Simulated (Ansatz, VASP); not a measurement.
Zn in VASP and in Ansatz

```
Zn
1.0
     4.73152    0.00000    0.00000
    -2.36576    4.09761    0.00000
     0.00000    0.00000    2.83605
Zn
3
Cartesian
  -2.3658 4.0976 0.0000
  0.0000 2.7317 1.4180
  2.3658 1.3659 1.4180
```

Alike in both runs: task single point; functional RPBE; k mesh 9 × 9 × 13; occupations fermi-dirac, width 0.1 eV; no spin polarisation.

|  | VASP | Ansatz |
| --- | --- | --- |
| version | VASP 6.6.1 | Ansatz 0.2.0 |
| potentials or method | VASP PAW PBE potentials, release 64 (Zn), cutoff 520 eV | plane waves (420 eV) with PAW, scalar-relativistic |
| valence electrons in the cell | 36 | 36 |

VASP gave:

| Quantity | Value |
| --- | --- |
| pressure (GPa) | -4.2 |
| traceless stress, the component that is largest in VASP (GPa) | 0.45 |

Task: Estimate Ansatz's values.

Result: Pressure (GPa): -4.3; traceless stress, the component that is largest in VASP (GPa): 0.46.

VASP's potentials were made for PBE, not for RPBE.
